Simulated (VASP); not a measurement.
**Ge: electric field gradients with PBE**

Crystal: Ge.

```
Ge
1.0
    -0.05658    2.80048    2.80048
     2.80048   -0.05658    2.80048
     2.80048    2.80048   -0.05658
Ge
2
Cartesian
  2.7722 2.7722 2.7722
  4.1583 4.1583 4.1583
```

This cell differs from its parent crystal: equal xy, yz and zx shear strains of -2 %.

```yaml
Program: VASP 6.6.1
Task: electric field gradients
Functional: PBE
Potentials_or_basis: VASP PAW PBE potentials, release 64 (Ge_d)
Cutoff: 520 eV
k_mesh: 10 × 10 × 10
Occupations: fermi-dirac, width 0.05 eV
Spin: no spin polarisation
Dipole_correction: no
Further_INCAR_settings: ALGO = Normal; EDIFF = 1e-08; NBANDS = 21
```

```json
{"Pressure": "3.7 GPa", "Largest force": "0.360 eV/Å", "Band gap on the k mesh": "zero (bands 14 and 15 overlap by 0.06 eV)", "Largest electric field gradient by atom": "Ge -19.9 V/Å²"}
```

Forces on the atoms (eV/Å):
```
Ge  -0.208 -0.208 -0.208
Ge   0.208  0.208  0.208
```

Stress tensor (GPa, compression positive):
```
3.74 1.78 1.78
1.78 3.74 1.78
1.78 1.78 3.74
```

Levels at points of the mesh, in eV from the Fermi level:
```csv
k point,band 10,band 11,band 12,band 13,band 14,band 15,band 16,band 17,band 18,band 19
"(0.00, 0.00, 0.00)",-24.54,-12.78,-0.01,-0.01,0.01,0.02,2.41,2.41,2.91,6.45
"(0.50, 0.00, 0.00)",-24.51,-10.75,-7.56,-1.37,-1.34,0.27,3.62,3.96,7.20,10.40
"(0.50, 0.50, 0.00)",-24.50,-8.99,-8.78,-3.17,-2.97,0.64,0.88,9.42,9.54,11.50
"(0.50, 0.50, 0.50)",-24.53,-10.48,-7.70,-1.55,-1.55,-0.05,3.65,3.65,6.99,10.60
```

Electric field gradients, principal values (V/Å²):
| atom | least | middle | greatest (by size) |
| --- | --- | --- | --- |
| 1 Ge | 9.929 | 9.929 | -19.858 |
| 2 Ge | 9.929 | 9.929 | -19.858 |

It took 2.8 min on 1 thread of Intel Xeon 8259CL, with other jobs on the host, peak memory 0.22 GiB.

Caveat: the cell differs from its parent crystal (equal xy, yz and zx shear strains of -2 %); the cell stands under pressure; semilocal functionals underestimate gaps, so a narrow gap can read as zero; without QUAD_EFG the Cq values of the log hold for a quadrupole moment of 1 mb, not for the nuclei.
